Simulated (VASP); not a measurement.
# H (Pnma) in VASP: notebook

H is run at these levels: PBEsol; tasks: relaxation of cell and atoms, single point.

Program: VASP 6.6.1. These are calculated values, not measurements. Logs are shortened: lines on timing, memory, paths and dates and some standing lists are left out, and cuts for length are marked.

### 1 The cell of the first run

It takes space group Pnma (No. 62, orthorhombic). The conventional cell has a = 5.431 Å, b = 11.372 Å, c = 4.365 Å, α = 90.00°, β = 90.00°, γ = 90.00°. H (site symmetry m) has 1 H at 0.76 Å within 1.0 Å. H (site symmetry m) has 1 H at 0.76 Å within 1.0 Å. H (site symmetry 1) has 1 H at 0.76 Å within 1.0 Å.

### 2 Relaxation of cell and atoms, PBEsol

INCAR

```
SYSTEM = H
  PREC = Accurate
  ENCUT = 600
  EDIFF = 1E-6
  ISMEAR = 0
  SIGMA = 0.02
  LREAL = Auto
  LASPH = .True.
  NELM = 80
  ALGO = Normal
  ISIF = 3
  LWAVE = .False.
  LCHARG = .False.
  GGA = PS
  IBRION = 2
  NSW = 100
  EDIFFG = -0.01
```

KPOINTS

```
Automatic mesh
0
Gamma
  4 2 6
  0 0 0
```

POSCAR

```
H
1.0
    5.4308380898      0.0000000000      0.0000000000
    0.0000000000     11.3716058205      0.0000000000
    0.0000000000      0.0000000000      4.3647071602
H
16
Direct
    0.5754908699      0.7500000000      0.4363878044
    0.0754908699      0.7500000000      0.0636121956
    0.4245091301      0.2500000000      0.5636121956
    0.9245091301      0.2500000000      0.9363878044
    0.6737921001      0.7500000000      0.5599433980
    0.1737921001      0.7500000000      0.9400566020
    0.3262078999      0.2500000000      0.4400566020
    0.8262078999      0.2500000000      0.0599433980
    0.4521824008      0.9959843130      0.0625170444
    0.9521824008      0.5040156870      0.4374829556
    0.5478175992      0.4959843130      0.9374829556
    0.0478175992      0.0040156870      0.5625170444
    0.5478175992      0.0040156870      0.9374829556
    0.0478175992      0.4959843130      0.5625170444
    0.4521824008      0.5040156870      0.0625170444
    0.9521824008      0.9959843130      0.4374829556
```

Potentials or basis: VASP PAW PBE potentials, release 64 (H).

Command:

```
> cat potpaw_PBE.64/H/POTCAR > POTCAR
> mpirun -np 1 vasp_std > vasp.out
```

OUTCAR:

```text
SYSTEM = H
   PREC = Accurate
   ENCUT = 600
   EDIFF = 1E-6
   ISMEAR = 0
   LREAL = Auto
   LASPH = .True.
   NELM = 80
   ISIF = 3
   GGA = PS
   IBRION = 2
   NSW = 100
   EDIFFG = -0.01

 ion  position               nearest neighbor table
   1  0.575  0.750  0.436-   5 0.76
   2  0.075  0.750  0.064-   6 0.76
   3  0.425  0.250  0.564-   7 0.76
   4  0.925  0.250  0.936-   8 0.76
   5  0.674  0.750  0.560-   1 0.76
   6  0.174  0.750  0.940-   2 0.76
[... 8 lines left out ...]
  15  0.452  0.504  0.063-  11 0.76
  16  0.952  0.996  0.437-  12 0.76

  LATTYP: Found a simple orthorhombic cell.
 ALAT       =     4.3647071602
 B/A-ratio  =     1.2442617318
 C/A-ratio  =     2.6053536705

  Lattice vectors:

 A1 = (   0.0000000000,   0.0000000000,   4.3647071602)
 A2 = (   5.4308380898,   0.0000000000,   0.0000000000)
 A3 = (   0.0000000000,  11.3716058205,   0.0000000000)

Analysis of symmetry for initial positions (statically):
=====================================================================
 Subroutine PRICEL returns:
 Original cell was already a primitive cell.

 Routine SETGRP: Setting up the symmetry group for a
 simple orthorhombic supercell.

 Subroutine GETGRP returns: Found  8 space group operations
 (whereof  2 operations were pure point group operations)
 out of a pool of  8 trial point group operations.

The static configuration has the point symmetry S_2 .
 The point group associated with its full space group is D_2h.

Analysis of symmetry for dynamics (positions and initial velocities):
=====================================================================
 Subroutine PRICEL returns:
 Original cell was already a primitive cell.

 Routine SETGRP: Setting up the symmetry group for a
 simple orthorhombic supercell.

 Subroutine GETGRP returns: Found  8 space group operations
 (whereof  2 operations were pure point group operations)
 out of a pool of  8 trial point group operations.

The dynamic configuration has the point symmetry S_2 .
 The point group associated with its full space group is D_2h.

 Subroutine INISYM returns: Found  8 space group operations
 (whereof  2 operations are pure point group operations),
 and found     1 'primitive' translations

----------------------------------------------------------------------------------------

                                     Primitive cell

  volume of cell :     269.5527

  direct lattice vectors                    reciprocal lattice vectors
     5.430838090  0.000000000  0.000000000     0.184133643  0.000000000  0.000000000
     0.000000000 11.371605820  0.000000000     0.000000000  0.087938328  0.000000000
     0.000000000  0.000000000  4.364707160     0.000000000  0.000000000  0.229110445

  length of vectors
     5.430838090 11.371605820  4.364707160     0.184133643  0.087938328  0.229110445

  position of ions in fractional coordinates (direct lattice)
     0.575490870  0.750000000  0.436387804
     0.075490870  0.750000000  0.063612196
     0.424509130  0.250000000  0.563612196
     0.924509130  0.250000000  0.936387804
     0.673792100  0.750000000  0.559943398
     0.173792100  0.750000000  0.940056602
[... 8 lines left out ...]
     0.452182401  0.504015687  0.062517044
     0.952182401  0.995984313  0.437482956

  ion indices of the primitive-cell ions
   primitive index   ion index
                 1           1
                 2           2
                 3           3
                 4           4
                 5           5
                 6           6
[... 8 lines left out ...]
                15          15
                16          16

----------------------------------------------------------------------------------------

 KPOINTS: Automatic mesh

Automatic generation of k-mesh.
 Grid dimensions read from file:
 generate k-points for:    4    2    6

 Generating k-lattice:

  Cartesian coordinates                     Fractional coordinates (reciprocal lattice)
     0.046033411  0.000000000  0.000000000     0.250000000  0.000000000  0.000000000
     0.000000000  0.043969164  0.000000000     0.000000000  0.500000000  0.000000000
     0.000000000  0.000000000  0.038185074     0.000000000  0.000000000  0.166666667

  Length of vectors
     0.046033411  0.043969164  0.038185074

  Shift w.r.t. Gamma in fractional coordinates (k-lattice)
     0.000000000  0.000000000  0.000000000

 Subroutine IBZKPT returns following result:
 ===========================================

 Found     24 irreducible k-points:

 Following reciprocal coordinates:
            Coordinates               Weight
  0.000000  0.000000  0.000000      1.000000
  0.250000  0.000000  0.000000      2.000000
  0.500000  0.000000  0.000000      1.000000
  0.000000  0.500000  0.000000      1.000000
  0.250000  0.500000  0.000000      2.000000
  0.500000  0.500000  0.000000      1.000000
[... 16 lines left out ...]
  0.250000  0.500000  0.500000      2.000000
  0.500000  0.500000  0.500000      1.000000
   k-points           NKPTS =     24   k-points in BZ     NKDIM =     24   number of bands    NBANDS=     17
   number of dos      NEDOS =    301   number of ions     NIONS =     16
   total plane-waves  NPLWV = 165888
   dimension x,y,z NGX =    48 NGY =   96 NGZ =   36
   dimension x,y,z NGXF=    96 NGYF=  192 NGZF=   72
   ions per type =              16
   NGX,Y,Z   is equivalent  to a cutoff of  14.69, 14.03, 13.71 a.u.
   NGXF,Y,Z  is equivalent  to a cutoff of  29.39, 28.07, 27.42 a.u.
 SYSTEM =  H
   PREC   = accura    normal or accurate (medium, high low for compatibility)
   ISTART =      0    job   : 0-new  1-cont  2-samecut
   ICHARG =      2    charge: 1-file 2-atom 10-const
   ISPIN  =      1    spin polarized calculation?
   LNONCOLLINEAR =      F non collinear calculations
   LSORBIT =      F    spin-orbit coupling
   LASPH  =      T    aspherical Exc in radial PAW
   ENCUT  =  600.0 eV  44.10 Ry    6.64 a.u.  10.85 22.71  8.72*2*pi/ulx,y,z
   NELM   =     80;   NELMIN=  2; NELMDL= -5     # of ELM steps
   EDIFF  = 0.1E-05   stopping-criterion for ELM
   LREAL  =      T    real-space projection
   EDIFFG = -.1E-01   stopping-criterion for IOM
   NSW    =    100    number of steps for IOM
   IBRION =      2    ionic relax: 0-MD 1-quasi-New 2-CG
   NFREE  =      1    steps in history (QN), initial steepest desc. (CG)
   ISIF   =      3    stress and relaxation
   ISYM   =      2    0-nonsym 1-usesym 2-fastsym
   POTIM  = 0.5000    time-step for ionic-motion
   TEBEG  =    0.0;   TEEND  =   0.0 temperature during run
   PSTRESS=    0.0 pullay stress
   NELECT =      16.0000    total number of electrons
   NUPDOWN=      -1.0000    fix difference up-down
   EMIN   =  10.00;   EMAX   =-10.00  energy-range for DOS
   EFERMI =   0.00;   METHOD = LEGACY
   ISMEAR =     0;   SIGMA  =   0.02  broadening in eV -4-tet -1-fermi 0-gaus
   EFERMI_NEDOS =   21; number of points for ismear=-14 and -15
   IALGO  =     38    algorithm
   IMIX   =      4    mixing-type and parameters
     AMIX     =   0.40;   BMIX     =  1.00
     AMIX_MAG =   1.60;   BMIX_MAG =  1.00
  volume/ion in A,a.u.               =      16.85       113.69
  Fermi-wavevector in a.u.,A,eV,Ry     =   0.638607  1.206792  5.548710  0.407819
  Thomas-Fermi vector in A             =   1.704004
   LORBIT       =      0    0 simple, 1 ext, 2 COOP (PROOUT), +10 PAW based schemes
   GGA     = PS    functional components
   LHFCALC =     F    Hartree Fock is set to
   AEXX    =    0.0000 exact exchange contribution
   IVDW    =     0    specifies the selected vdW correction
   LEPSILON=     F    determine dielectric tensor
   LRPA    =     F    only Hartree local field effects (RPA)
 conjugate gradient relaxation of ions
 non-spin polarized calculation
 Gauss-broadening in eV      SIGMA  =   0.02
  energy-cutoff  :      600.00
  volume of cell :      269.55
 maximum number of plane-waves:      9028
 NGX is ok and might be reduce to    48
   NGX = 21   NGY = 45   NGZ = 17

 number of electron      15.9999997 magnetization

 Free energy of the ion-electron system (eV)
  ---------------------------------------------------
  ext. energy  EPLUGINS =         0.00000000
  ---------------------------------------------------
  free energy    TOTEN  =       -52.23302747 eV

  energy without entropy =      -52.23302747  energy(sigma->0) =      -52.23302747

 E-fermi :  -8.6684     XC(G=0):  -4.4144

 val. band max:       -8.7912102683   @ k =   0.0000   0.0000   0.0000
 cond. band min:       0.3268217510   @ k =   0.5000   0.0000   0.5000
 fundamental gap:      9.1180320193
 Fermi energy:        -8.6684012807

 k-point     1 :       0.0000    0.0000    0.0000
  band No.  band energies     occupation
      1     -10.0293      2.00000
      2      -9.6341      2.00000
      3      -9.6260      2.00000
      4      -9.1721      2.00000
      5      -8.9069      2.00000
      6      -8.8504      2.00000
[... 9 lines left out ...]
     16       2.8779      0.00000
     17       3.0460      0.00000

 k-point     2 :       0.2500    0.0000    0.0000
  band No.  band energies     occupation
      1      -9.8952      2.00000
      2      -9.5276      2.00000
      3      -9.5198      2.00000
      4      -9.1348      2.00000
      5      -9.1044      2.00000
      6      -8.9733      2.00000
[... 9 lines left out ...]
     16       3.0535      0.00000
     17       3.3135      0.00000

 k-point     3 :       0.5000    0.0000    0.0000
  band No.  band energies     occupation
      1      -9.5450      2.00000
      2      -9.5450      2.00000
      3      -9.2592      2.00000
      4      -9.2592      2.00000
      5      -9.2522      2.00000
      6      -9.2522      2.00000
[... 392 lines left out ...]
 k-point    23 :       0.2500    0.5000    0.5000
  band No.  band energies     occupation
      1      -9.3001      2.00000
      2      -9.3001      2.00000
      3      -9.2864      2.00000
      4      -9.2864      2.00000
      5      -9.0501      2.00000
      6      -9.0501      2.00000
[... 9 lines left out ...]
     16       1.4097      0.00000
     17       4.0884      0.00000

 k-point    24 :       0.5000    0.5000    0.5000
  band No.  band energies     occupation
      1      -9.2580      2.00000
      2      -9.2580      2.00000
      3      -9.2580      2.00000
      4      -9.2580      2.00000
      5      -9.0698      2.00000
      6      -9.0698      2.00000
[... 9 lines left out ...]
     16       1.0799      0.00000
     17       5.1265      0.00000

------------------------ aborting loop because EDIFF is reached ----------------------------------------

  FORCE on cell =-STRESS in cart. coord.  units (eV):
  Direction    XX          YY          ZZ          XY          YZ          ZX
  --------------------------------------------------------------------------------------
  -------------------------------------------------------------------------------------
  Total       -0.1342753     -0.0920755     -0.1014807      0.0000000      0.0000000      0.0000000
  in kB       -0.7981102     -0.5472819     -0.6031848      0.0000000      0.0000000      0.0000000
  external PRESSURE =      -0.6495257 kB  Pullay stress =       0.0000000 kB

 VOLUME and BASIS-vectors are now :
 -----------------------------------------------------------------------------
  energy-cutoff  :      600.00
  volume of cell :      269.55
      direct lattice vectors                 reciprocal lattice vectors
     5.430838090  0.000000000  0.000000000     0.184133643  0.000000000  0.000000000
     0.000000000 11.371605820  0.000000000     0.000000000  0.087938328  0.000000000
     0.000000000  0.000000000  4.364707160     0.000000000  0.000000000  0.229110445

 POSITION                                       TOTAL-FORCE (eV/Angst)
 -----------------------------------------------------------------------------------
      3.12540      8.52870      1.90470        -0.006424     -0.000000     -0.007098
      0.40998      8.52870      0.27765        -0.006424     -0.000000      0.007098
      2.30544      2.84290      2.46000         0.006424     -0.000000      0.007098
      5.02086      2.84290      4.08706         0.006424     -0.000000     -0.007098
      3.65926      8.52870      2.44399         0.005300     -0.000000      0.005608
      0.94384      8.52870      4.10307         0.005300     -0.000000     -0.005608
[... 8 lines left out ...]
      2.45573      5.73147      0.27287        -0.005086      0.000751      0.003842
      5.17115     11.32594      1.90948        -0.005086     -0.000751     -0.003842
 -----------------------------------------------------------------------------------
    total drift:                               -0.000000      0.000000      0.000000

  FREE ENERGIE OF THE ION-ELECTRON SYSTEM (eV)
  ---------------------------------------------------
  free  energy   TOTEN  =       -52.2330274740 eV

  energy  without entropy=      -52.2330274740  energy(sigma->0) =      -52.23302747

 reached required accuracy - stopping structural energy minimisation
```

Run time: 2.6 min. Hardware: 1 thread of AMD EPYC 7R13 (Zen 3), shared host; peak memory 0.39 GiB.

Results:

```
Free energy                  : -52.2330 eV
Pressure after relaxing      : -0.1 GPa
Largest force after relaxing : 0.010 eV/Å
Band gap on the k mesh       : 9.12 eV (least direct gap 9.36 eV)
```

Forces in eV/Å, atoms in the order of the input:
```
H   -0.006  0.000 -0.007
H   -0.006  0.000  0.007
H    0.006  0.000  0.007
H    0.006  0.000 -0.007
H    0.005  0.000  0.006
H    0.005  0.000 -0.006
H   -0.005  0.000 -0.006
H   -0.005  0.000  0.006
H   -0.005 -0.001  0.004
H   -0.005  0.001 -0.004
H    0.005 -0.001 -0.004
H    0.005  0.001  0.004
H    0.005  0.001 -0.004
H    0.005 -0.001  0.004
H   -0.005  0.001  0.004
H   -0.005 -0.001 -0.004
```

Final structure:
```xyz
16
Lattice="5.4308 0.0000 0.0000 0.0000 11.3716 0.0000 0.0000 0.0000 4.3647" Properties=species:S:1:pos:R:3 pbc="T T T"
H     3.1254    8.5287    1.9047
H     0.4100    8.5287    0.2776
H     2.3054    2.8429    2.4600
H     5.0209    2.8429    4.0871
H     3.6593    8.5287    2.4440
H     0.9438    8.5287    4.1031
H     1.7716    2.8429    1.9207
H     4.4870    2.8429    0.2616
H     2.4557   11.3259    0.2729
H     5.1711    5.7315    1.9095
H     2.9751    5.6401    4.0918
H     0.2597    0.0457    2.4552
H     2.9751    0.0457    4.0918
H     0.2597    5.6401    2.4552
H     2.4557    5.7315    0.2729
H     5.1711   11.3259    1.9095
```

Caveat: the relaxation stopped at its first step, so nothing moved; this functional lacks dispersion, which holds the molecules together, so the pressure and a relaxed volume are unreliable; the PAW data sets were made with another functional, which shifts forces and pressure a little. A k mesh can miss the band edges.

[end of part 1 of 3]
